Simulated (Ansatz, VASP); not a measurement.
## One calculation of Sc, two programs

```
Sc
1.0
     3.30880    0.00000    0.00000
    -1.65440    2.86550    0.00000
     0.00000    0.00000    5.42604
Sc
2
Direct
  0.33333 0.66667 0.25000
  0.66667 0.33333 0.75000
```

Change from the starting cell: strain +0.000 along x and y, +0.030 along z, atoms carried along.

Alike in both runs: task single point; functional PBEsol; k mesh 18 × 18 × 10; occupations gaussian, width 0.15 eV; no spin polarisation.

```csv
,VASP,Ansatz
version,VASP 6.6.1,Ansatz 0.2.0
potentials or method,"VASP PAW PBE potentials, release 64 (Sc_sv), cutoff 520 eV","scalar-relativistic, plane waves, PAW"
valence electrons in the cell,22,22
```

```csv
,VASP,Ansatz,Ansatz less VASP
gap on the k mesh at the Fermi level (eV),none,none,-
pressure (GPa),-4.0,-4.0,0.00
"traceless stress, the component that is largest in VASP (GPa)",-2.18,-2.18,+0.004
```

VASP's potentials were made for PBE, not for PBEsol. A gap of «none» marks a metal or a gap that the smearing closes.
